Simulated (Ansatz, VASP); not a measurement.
**In: VASP beside Ansatz**

Contents of INCAR:

```
SYSTEM = In
PREC = Accurate ; ENCUT = 520
EDIFF = 1E-6 ; ISMEAR = 0
SIGMA = 0.15 ; LREAL = .FALSE.
LASPH = .TRUE. ; NELM = 60
ALGO = Fast ; ISIF = 2
LWAVE = .FALSE. ; LCHARG = .FALSE.
NBANDS = 12
```

KPOINTS

```
Automatic mesh
0
G
  22 22 22
  0 0 0
```

POSCAR

```
In
1.0
   -1.4927609187      1.4927609187      2.6445752436
    1.4927609187     -1.4927609187      2.6445752436
    1.4927609187      1.4927609187     -2.6445752436
In
1
Direct
    0.0000000000      0.0000000000      0.0000000000
```

Input for Ansatz:

```yaml
crystal:
  lattice:
    - [-1.4927609187, 1.4927609187, 2.6445752436]
    - [1.4927609187, -1.4927609187, 2.6445752436]
    - [1.4927609187, 1.4927609187, -2.6445752436]
  atoms:
    - { symbol: In, position: [0.0, 0.0, 0.0] }
basis:
  ecutwfc: 420
kpoints:
  mp_grid: { grid: [22, 22, 22] }
hamiltonian:
  xc: lda
  pseudopotentials: { kind: paw }
scf:
  occupations: { method: gaussian, width: 0.15 }
output:
  forces: true
  stress: true
  eigenvalues: true
```

Alike in both runs: task single point; functional LDA; k mesh 22 × 22 × 22; occupations gaussian, width 0.15 eV; no spin polarisation.

|  | VASP | Ansatz |
| --- | --- | --- |
| version | VASP 6.6.1 | Ansatz 0.2.0 |
| potentials or method | VASP PAW LDA potentials, release 64 (In_d), cutoff 520 eV | scalar-relativistic, plane waves, PAW |
| valence electrons in the cell | 13 | 13 |

Ansatz gave:

| Item | Value |
| --- | --- |
| gap on the k mesh at the Fermi level (eV) | none |
| pressure (GPa) | 2.8 |
| traceless stress, the component that is largest in VASP (GPa) | -1.92 |

Question: Estimate VASP's values.

Answer: gap on the k mesh at the Fermi level (eV): none; pressure (GPa): 2.9; traceless stress, the component that is largest in VASP (GPa): -1.96.

LDA's correlation is that of Perdew and Zunger in VASP and of Perdew and Wang (1992) in Ansatz. A gap of «none» marks a metal or a gap that the smearing closes.
